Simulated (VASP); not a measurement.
Wanted: the native input for a VASP 6.6.1 run.

```
Task                   : single point
Functional             : LDA
Potentials or basis    : VASP PAW LDA potentials, release 64 (Ti_sv, Ta_pv)
Cutoff                 : 520 eV
k mesh                 : 6 × 6 × 6
Occupations            : fermi-dirac, width 0.15 eV
Spin                   : no spin polarisation
Dipole correction      : no
Further INCAR settings : ALGO = Normal; EDIFF = 1e-07; NBANDS = 32
```

The structure of TaTi3 lies in POSCAR:

```
TaTi3
1.0
    4.1330540000      0.0000000000      0.0000000000
    0.0000000000      4.1330540000      0.0000000000
    0.0000000000      0.0000000000      4.1330540000
Ti Ta
3 1
Direct
    0.0000000000      0.5000000000      0.5000000000
    0.5000000000      0.0000000000      0.5000000000
    0.5000000000      0.5000000000      0.0000000000
    0.0000000000      0.0000000000      0.0000000000
```

These files were run (other wordings do the same):

INCAR

```
SYSTEM = TaTi3
PREC     = Accurate       ! precision mode
ENCUT    = 520            ! plane-wave cutoff, eV
EDIFF    = 1E-7           ! SCF threshold, eV
ISMEAR   = -1             ! smearing method
SIGMA    = 0.15           ! smearing width, eV
LREAL    = .FALSE.        ! projectors in reciprocal space
LASPH    = .TRUE.         ! aspherical terms in the spheres
NELM     = 100            ! most SCF steps
ALGO     = Normal         ! electronic algorithm
ISIF     = 2              ! what is computed and relaxed
LWAVE    = .FALSE.        ! write WAVECAR
LCHARG   = .FALSE.        ! write CHGCAR
GGA      = CA             ! functional
NBANDS   = 32             ! bands
```

KPOINTS

```
regular mesh
0
G
  6 6 6
  0 0 0
```

Potentials or basis: VASP PAW LDA potentials, release 64 (Ti_sv, Ta_pv).

Run with:

```bash
$ cat potpaw_LDA.64/Ti_sv/POTCAR potpaw_LDA.64/Ta_pv/POTCAR > POTCAR
$ mpirun -np 1 vasp_std > vasp.out
```

It gave:

```json
{
 "Pressure": "-8.9 GPa"
}
```

Run time: 23 s on 1 thread of Intel(R) Xeon(R) Platinum 8488C (Sapphire Rapids) (shared host), peak memory 0.17 GiB.
